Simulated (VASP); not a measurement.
# SiNi (Pmmn) in VASP: settings compared

Aim: see how the results for SiNi move with the level of theory and the settings. Levels: LDA, PBEsol. Tasks: single point.

Program: VASP 6.6.1. These are calculated values, not measurements. Logs are shortened: lines on timing, memory, paths and dates and some standing lists are left out, and cuts for length are marked.

## 1. The cell of the first run

It takes space group Pmmn (No. 59, orthorhombic). Conventional cell: a = 2.926 Å, b = 3.263 Å, c = 4.623 Å, α = 90.00°, β = 90.00°, γ = 90.00°. Ni (site symmetry mm2) has 6 Si at 2.30 to 2.35 Å and 6 Ni at 2.63 to 2.93 Å within 3.0 Å. Within 3.0 Å of Si (site symmetry mm2) lie 6 Ni at 2.30 to 2.35 Å and 6 Si at 2.64 to 2.93 Å.

## 2. Single point, LDA, collinear spin, ferromagnetic start

Contents of INCAR:

```
SYSTEM = SiNi
PREC     = Accurate       ! precision mode
ENCUT    = 520            ! plane-wave cutoff, eV
EDIFF    = 1E-7           ! SCF threshold, eV
ISMEAR   = -1             ! smearing method
SIGMA    = 0.05           ! smearing width, eV
LREAL    = .FALSE.        ! projectors in reciprocal space
LASPH    = .TRUE.         ! aspherical terms in the spheres
NELM     = 150            ! most SCF steps
ALGO     = Normal         ! electronic algorithm
ISIF     = 2              ! what is computed and relaxed
LWAVE    = .FALSE.        ! write WAVECAR
LCHARG   = .FALSE.        ! write CHGCAR
ISPIN    = 2              ! spin polarisation
MAGMOM   = 1 1 0 0        ! initial moments
LORBIT   = 11             ! projections on sites
LMAXMIX  = 4              ! l up to which the mixer works
GGA      = CA             ! functional
NBANDS   = 26             ! bands
```

Contents of KPOINTS:

```
regular mesh
0
G
  9 8 6
  0 0 0
```

Contents of POSCAR:

```
SiNi
1.0
    2.9262299618      0.0000000000      0.0000000000
    0.0000000000      3.2633725875      0.0000000000
    0.0000000000      0.0000000000      4.6228216781
Ni Si
2 2
Direct
    0.5000000000      0.5000000000      0.3430287291
    0.0000000000      0.0000000000      0.6569712709
    0.5000000000      0.5000000000      0.8409109805
    0.0000000000      0.0000000000      0.1590890195
```

Potentials or basis: VASP PAW LDA potentials, release 64 (Ni, Si).

On the command line:

```bash
$ cat potpaw_LDA.64/Ni/POTCAR potpaw_LDA.64/Si/POTCAR > POTCAR
$ mpirun -np 1 vasp_std > vasp.out
```

OUTCAR:

```text
SYSTEM = SiNi
   PREC = Accurate
   ENCUT = 520
   EDIFF = 1E-7
   ISMEAR = -1
   LREAL = .FALSE.
   LASPH = .TRUE.
   NELM = 150
   ISIF = 2
   ISPIN = 2
   LORBIT = 11
   GGA = CA

 ion  position               nearest neighbor table
   1  0.500  0.500  0.343-   3 2.30   3 2.32   4 2.35   4 2.35   4 2.35   4 2.35   2 2.63   2 2.63
                             2 2.63   2 2.63
   2  0.000  0.000  0.657-   4 2.30   4 2.32   3 2.35   3 2.35   3 2.35   3 2.35   1 2.63   1 2.63
                             1 2.63   1 2.63
   3  0.500  0.500  0.841-   1 2.30   1 2.32   2 2.35   2 2.35   2 2.35   2 2.35   4 2.64   4 2.64
                             4 2.64   4 2.64
   4  0.000  0.000  0.159-   2 2.30   2 2.32   1 2.35   1 2.35   1 2.35   1 2.35   3 2.64   3 2.64
                             3 2.64   3 2.64

  LATTYP: Found a simple orthorhombic cell.
 ALAT       =     2.9262299618
 B/A-ratio  =     1.1152139887
 C/A-ratio  =     1.5797875555

  Lattice vectors:

 A1 = (   2.9262299618,   0.0000000000,   0.0000000000)
 A2 = (   0.0000000000,   3.2633725875,   0.0000000000)
 A3 = (   0.0000000000,   0.0000000000,   4.6228216781)

Analysis of symmetry for initial positions (statically):
=====================================================================
 Subroutine PRICEL returns:
 Original cell was already a primitive cell.

 Routine SETGRP: Setting up the symmetry group for a
 simple orthorhombic supercell.

 Subroutine GETGRP returns: Found  8 space group operations
 (whereof  4 operations were pure point group operations)
 out of a pool of  8 trial point group operations.

The static configuration has the point symmetry C_2v.
 The point group associated with its full space group is D_2h.

Analysis of symmetry for dynamics (positions and initial velocities):
=====================================================================
 Subroutine PRICEL returns:
 Original cell was already a primitive cell.

 Routine SETGRP: Setting up the symmetry group for a
 simple orthorhombic supercell.

 Subroutine GETGRP returns: Found  8 space group operations
 (whereof  4 operations were pure point group operations)
 out of a pool of  8 trial point group operations.

The dynamic configuration has the point symmetry C_2v.
 The point group associated with its full space group is D_2h.

Analysis of structural, dynamic, and magnetic symmetry:
=====================================================================
 Subroutine PRICEL returns:
 Original cell was already a primitive cell.

 Routine SETGRP: Setting up the symmetry group for a
 simple orthorhombic supercell.

 Subroutine GETGRP returns: Found  8 space group operations
 (whereof  4 operations were pure point group operations)
 out of a pool of  8 trial point group operations.

The overall configuration has the point symmetry C_2v.
 The point group associated with its full space group is D_2h.

 Subroutine INISYM returns: Found  8 space group operations
 (whereof  4 operations are pure point group operations),
 and found     1 'primitive' translations

----------------------------------------------------------------------------------------

                                     Primitive cell

  volume of cell :      44.1451

  direct lattice vectors                    reciprocal lattice vectors
     2.926229962  0.000000000  0.000000000     0.341736642  0.000000000  0.000000000
     0.000000000  3.263372588  0.000000000     0.000000000  0.306431452  0.000000000
     0.000000000  0.000000000  4.622821678     0.000000000  0.000000000  0.216318100

  length of vectors
     2.926229962  3.263372588  4.622821678     0.341736642  0.306431452  0.216318100

  position of ions in fractional coordinates (direct lattice)
     0.500000000  0.500000000  0.343028729
     0.000000000  0.000000000  0.656971271
     0.500000000  0.500000000  0.840910980
     0.000000000  0.000000000  0.159089020

  ion indices of the primitive-cell ions
   primitive index   ion index
                 1           1
                 2           2
                 3           3
                 4           4

----------------------------------------------------------------------------------------

 KPOINTS: regular mesh

Automatic generation of k-mesh.
 Grid dimensions read from file:
 generate k-points for:    9    8    6

 Generating k-lattice:

  Cartesian coordinates                     Fractional coordinates (reciprocal lattice)
     0.037970738  0.000000000  0.000000000     0.111111111  0.000000000  0.000000000
     0.000000000  0.038303931  0.000000000     0.000000000  0.125000000  0.000000000
     0.000000000  0.000000000  0.036053017     0.000000000  0.000000000  0.166666667

  Length of vectors
     0.037970738  0.038303931  0.036053017

  Shift w.r.t. Gamma in fractional coordinates (k-lattice)
     0.000000000  0.000000000  0.000000000

 Subroutine IBZKPT returns following result:
 ===========================================

 Found    100 irreducible k-points:

 Following reciprocal coordinates:
            Coordinates               Weight
  0.000000  0.000000  0.000000      1.000000
  0.111111  0.000000  0.000000      2.000000
  0.222222  0.000000  0.000000      2.000000
  0.333333  0.000000  0.000000      2.000000
  0.444444  0.000000  0.000000      2.000000
  0.000000  0.125000  0.000000      2.000000
[... 16 lines left out ...]
  0.222222  0.500000  0.000000      2.000000
  0.333333  0.500000  0.000000      2.000000
 [... further k-points ...]
   k-points           NKPTS =    100   k-points in BZ     NKDIM =    100   number of bands    NBANDS=     26
   number of dos      NEDOS =    301   number of ions     NIONS =      4
   total plane-waves  NPLWV =  20736
   dimension x,y,z NGX =    24 NGY =   24 NGZ =   36
   dimension x,y,z NGXF=    48 NGYF=   48 NGZF=   72
   ions per type =               2   2
   NGX,Y,Z   is equivalent  to a cutoff of  13.63, 12.23, 12.95 a.u.
   NGXF,Y,Z  is equivalent  to a cutoff of  27.27, 24.45, 25.89 a.u.
 SYSTEM =  SiNi
   PREC   = accura    normal or accurate (medium, high low for compatibility)
   ISTART =      0    job   : 0-new  1-cont  2-samecut
   ICHARG =      2    charge: 1-file 2-atom 10-const
   ISPIN  =      2    spin polarized calculation?
   LNONCOLLINEAR =      F non collinear calculations
   LSORBIT =      F    spin-orbit coupling
   LASPH  =      T    aspherical Exc in radial PAW
   ENCUT  =  520.0 eV  38.22 Ry    6.18 a.u.   5.44  6.07  8.60*2*pi/ulx,y,z
   NELM   =    150;   NELMIN=  2; NELMDL= -5     # of ELM steps
   EDIFF  = 0.1E-06   stopping-criterion for ELM
   LREAL  =      F    real-space projection
   EDIFFG = 0.1E-05   stopping-criterion for IOM
   NSW    =      0    number of steps for IOM
   IBRION =     -1    ionic relax: 0-MD 1-quasi-New 2-CG
   NFREE  =      0    steps in history (QN), initial steepest desc. (CG)
   ISIF   =      2    stress and relaxation
   ISYM   =      2    0-nonsym 1-usesym 2-fastsym
   POTIM  = 0.5000    time-step for ionic-motion
   TEBEG  =    0.0;   TEEND  =   0.0 temperature during run
   PSTRESS=    0.0 pullay stress
   NELECT =      28.0000    total number of electrons
   NUPDOWN=      -1.0000    fix difference up-down
   EMIN   =  10.00;   EMAX   =-10.00  energy-range for DOS
   EFERMI =   0.00;   METHOD = LEGACY
   ISMEAR =    -1;   SIGMA  =   0.05  broadening in eV -4-tet -1-fermi 0-gaus
   EFERMI_NEDOS =   21; number of points for ismear=-14 and -15
   IALGO  =     38    algorithm
   IMIX   =      4    mixing-type and parameters
     AMIX     =   0.40;   BMIX     =  1.00
     AMIX_MAG =   1.60;   BMIX_MAG =  1.00
  volume/ion in A,a.u.               =      11.04        74.48
  Fermi-wavevector in a.u.,A,eV,Ry     =   1.406588  2.658065 26.918969  1.978488
  Thomas-Fermi vector in A             =   2.528933
   LORBIT       =     11    0 simple, 1 ext, 2 COOP (PROOUT), +10 PAW based schemes
   GGA     = CA    functional components
   LHFCALC =     F    Hartree Fock is set to
   AEXX    =    0.0000 exact exchange contribution
   IVDW    =     0    specifies the selected vdW correction
   LEPSILON=     F    determine dielectric tensor
   LRPA    =     F    only Hartree local field effects (RPA)
 spin polarized calculation
  energy-cutoff  :      520.00
  volume of cell :       44.15
 maximum number of plane-waves:      1210
 NGX is ok and might be reduce to    24
   NGX = 11   NGY = 13   NGZ = 17

 number of electron      28.0000009 magnetization       0.0000168

 number of electron      28.0000009 magnetization      -0.0000007

 Free energy of the ion-electron system (eV)
  ---------------------------------------------------
  ext. energy  EPLUGINS =         0.00000000
  ---------------------------------------------------
  free energy    TOTEN  =       -27.32532467 eV

  energy without entropy =      -27.31785444  energy(sigma->0) =      -27.32158955

 E-fermi :  11.9838     XC(G=0): -12.9212

 val. band max:       11.9307338703   @ k =   0.4444   0.3750   0.5000
 cond. band min:      12.0072805324   @ k =   0.0000   0.0000   0.3333
 fundamental gap:      0.0765466621
 Fermi energy:        11.9837699020

 spin component 1

 k-point     1 :       0.0000    0.0000    0.0000
  band No.  band energies     occupation
      1      -2.2954      1.00000
      2       3.5560      1.00000
      3       5.1990      1.00000
      4       7.4928      1.00000
      5       8.0348      1.00000
      6       8.8307      1.00000
[... 685 lines left out ...]
     25      29.0200      0.00000
     26      29.0200      0.00000

 [... further k-points ...]

 spin component 2

 k-point     1 :       0.0000    0.0000    0.0000
  band No.  band energies     occupation
      1      -2.2954      1.00000
      2       3.5560      1.00000
      3       5.1990      1.00000
      4       7.4928      1.00000
      5       8.0348      1.00000
      6       8.8307      1.00000
[... 685 lines left out ...]
     25      29.0200      0.00000
     26      29.0200      0.00000

 [... further k-points ...]
[... 5 lines left out ...]
  --------------------------------------------------------------------------------------
  -------------------------------------------------------------------------------------
  Total        0.0581179      0.0923832      0.1708720      0.0000000      0.0000000      0.0000000
  in kB        2.1092979      3.3529047      6.2015369      0.0000000      0.0000000      0.0000000
  external PRESSURE =       3.8879131 kB  Pullay stress =       0.0000000 kB

 VOLUME and BASIS-vectors are now :
 -----------------------------------------------------------------------------
  energy-cutoff  :      520.00
  volume of cell :       44.15
      direct lattice vectors                 reciprocal lattice vectors
     2.926229962  0.000000000  0.000000000     0.341736642  0.000000000  0.000000000
     0.000000000  3.263372588  0.000000000     0.000000000  0.306431452  0.000000000
     0.000000000  0.000000000  4.622821678     0.000000000  0.000000000  0.216318100

 POSITION                                       TOTAL-FORCE (eV/Angst)
 -----------------------------------------------------------------------------------
      1.46311      1.63169      1.58576         0.000000      0.000000      0.014329
      0.00000      0.00000      3.03706         0.000000      0.000000     -0.014329
      1.46311      1.63169      3.88738         0.000000      0.000000      0.002524
      0.00000      0.00000      0.73544         0.000000      0.000000     -0.002524
 -----------------------------------------------------------------------------------
    total drift:                                0.000000      0.000000      0.000000

  FREE ENERGIE OF THE ION-ELECTRON SYSTEM (eV)
  ---------------------------------------------------
  free  energy   TOTEN  =       -27.3253246730 eV

  energy  without entropy=      -27.3178544362  energy(sigma->0) =      -27.32158955

 total charge

# of ion       s       p       d       tot
------------------------------------------
    1        0.502   0.655   8.514   9.671
    2        0.502   0.655   8.514   9.671
    3        0.755   0.890   0.000   1.645
    4        0.755   0.890   0.000   1.645
--------------------------------------------------
tot          2.515   3.090  17.028  22.632

 magnetization (x)

# of ion       s       p       d       tot
------------------------------------------
    1       -0.000   0.000  -0.000  -0.000
    2       -0.000   0.000  -0.000  -0.000
    3        0.000  -0.000   0.000   0.000
    4        0.000  -0.000   0.000   0.000
--------------------------------------------------
tot          0.000   0.000  -0.000  -0.000
```

Run time: 3.8 min. Hardware: 1 thread of Oxide Virtual Turin-like, shared host; peak memory 0.23 GiB.

What came out:

```yaml
Free_energy: -27.3253 eV
Pressure: 0.4 GPa
Largest_force: 0.014 eV/Å
Band_gap_on_the_k_mesh: zero (filled and empty bands overlap)
Net_moment: 0.00 μB per cell
Valence_electrons_inside_the_program's_atomic_spheres: Ni 9.67; Si 1.65
```

Forces in eV/Å, atoms in the order of the input:
```
Ni   0.000  0.000  0.014
Ni   0.000  0.000 -0.014
Si   0.000  0.000  0.003
Si   0.000  0.000 -0.003
```

## 3. Single point, PBEsol, collinear spin, ferromagnetic start

This run uses another cell than the first one, of 11.31 Å³/atom, 1.025 times its volume.

Contents of INCAR:

```
  ALGO = Normal
  EDIFF = 1E-6
  ENCUT = 520
  GGA = PS
  ISIF = 2
  ISMEAR = -1
  ISPIN = 2
  LASPH = T
  LCHARG = F
  LMAXMIX = 4
  LORBIT = 11
  LREAL = F
  LWAVE = F
  MAGMOM = 1 1 0 0
  NBANDS = 26
  NELM = 150
  PREC = Accurate
  SIGMA = 0.05
```

Contents of KPOINTS:

```
k-points
0
Gamma
  9 8 6
```

Contents of POSCAR:

```
SiNi
1.0
    2.9445705557      0.0000000000      0.0000000000
    0.0000000000      3.2921613703      0.0000000000
    0.0000000000      0.0000000000      4.6657080975
Ni Si
2 2
Direct
    0.5000000000      0.5000000000      0.3432139048
    0.0000000000      0.0000000000      0.6567860952
    0.5000000000      0.5000000000      0.8420871455
    0.0000000000      0.0000000000      0.1579128545
```

Potentials or basis: VASP PAW PBE potentials, release 64 (Ni, Si).

On the command line:

```bash
$ cat potpaw_PBE.64/Ni/POTCAR potpaw_PBE.64/Si/POTCAR > POTCAR
$ mpirun -np 1 vasp_std > vasp.out
```

Wall time 3.4 min (1 thread of Oxide Virtual Turin-like, shared host); peak memory 0.26 GiB.

The run converged. Its results:

```
Free energy                                           : -25.9711 eV
Pressure                                              : 0.3 GPa
Largest force                                         : 0.010 eV/Å
Band gap on the k mesh                                : zero (filled and empty bands overlap)
Net moment                                            : 0.00 μB per cell
Valence electrons inside the program's atomic spheres : Ni 9.60; Si 1.61
```

Forces in eV/Å, atoms in the order of the input:
```
Ni   0.000  0.000  0.010
Ni   0.000  0.000 -0.010
Si   0.000  0.000  0.001
Si   0.000  0.000 -0.001
```

Stress tensor (GPa, compression positive):
```
0.15 0.00 0.00
0.00 0.21 0.00
0.00 0.00 0.46
```

Levels at points of the mesh, in eV from the Fermi level:
Spin up:
```tsv
k point	band 10	band 11	band 12	band 13	band 14	band 15	band 16	band 17	band 18	band 19
(0.00, 0.00, 0.00)	-2.74	-2.36	-2.05	-2.04	-1.42	1.26	2.69	5.17	5.58	7.30
(0.00, 0.50, 0.00)	-2.79	-2.27	-2.27	-2.22	-2.22	1.16	1.16	5.00	5.00	7.89
(0.00, 0.00, 0.50)	-2.81	-2.72	-2.10	1.09	1.53	2.07	2.36	2.95	3.66	4.51
(0.00, 0.50, 0.50)	-2.58	-2.08	-2.08	-2.05	-2.05	5.27	5.27	5.44	5.44	7.22
```
Spin down:
```tsv
k point	band 10	band 11	band 12	band 13	band 14	band 15	band 16	band 17	band 18	band 19
(0.00, 0.00, 0.00)	-2.74	-2.36	-2.05	-2.04	-1.42	1.26	2.69	5.17	5.58	7.30
(0.00, 0.50, 0.00)	-2.79	-2.27	-2.27	-2.22	-2.22	1.16	1.16	5.00	5.00	7.89
(0.00, 0.00, 0.50)	-2.81	-2.72	-2.10	1.09	1.53	2.07	2.36	2.95	3.66	4.51
(0.00, 0.50, 0.50)	-2.58	-2.08	-2.08	-2.05	-2.05	5.27	5.27	5.44	5.44	7.22
```

Caveat: the PAW data sets were made with another functional, which shifts forces and pressure a little.
